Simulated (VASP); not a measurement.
## NaH: single point with r2SCAN

The system is NaH.

```
Na H
1.0
     4.09563    0.00000    0.00000
    -2.04781    3.54692    0.00000
     0.00000    0.00000    4.82832
Na H
2 2
Direct
  0.33333 0.66667 0.25000
  0.66667 0.33333 0.75000
  0.66667 0.33333 0.25000
  0.33333 0.66667 0.75000
```

This cell differs from its parent crystal: biaxial xy strain +3.6%.

```json
{
 "Program": "VASP 6.6.1",
 "Task": "single point",
 "Functional": "r2SCAN",
 "Potentials or basis": "VASP PAW PBE potentials, release 64 (Na_pv, H)",
 "Cutoff": "520 eV",
 "k mesh": "12 × 12 × 6",
 "Occupations": "gaussian, width 0.01 eV",
 "Spin": "no spin polarisation",
 "Dipole correction": "no",
 "Further INCAR settings": "ALGO = Normal; EDIFF = 1e-06; NBANDS = 16"
}
```

```json
{
  "Pressure": "-1.4 GPa",
  "Band gap on the k mesh": "3.51 eV (least direct gap 4.36 eV)"
}
```

Stress tensor (GPa, compression positive):
```
-1.51  0.00  0.00
 0.00 -1.51  0.00
 0.00  0.00 -1.10
```

Levels at points of the mesh, in eV from the valence-band top:
```tsv
k point	band 6	band 7	band 8	band 9	band 10	band 11
(0.00, 0.00, 0.00)	-23.21	-3.20	0.00	5.47	8.01	10.24
(0.50, 0.00, 0.00)	-23.23	-1.54	-0.67	4.06	7.85	8.01
(0.00, 0.00, 0.50)	-23.25	-1.89	-1.89	7.17	7.17	10.96
(0.50, 0.00, 0.50)	-23.22	-0.87	-0.87	4.29	4.29	8.75
```

It took 10 min on 1 thread of AMD EPYC 7R13, on a shared host, peak memory 0.19 GiB.

Caveat: the cell differs from its parent crystal (biaxial xy strain +3.6%); the PAW data sets were made with another functional, which shifts forces and pressure a little. A k mesh can miss the band edges.
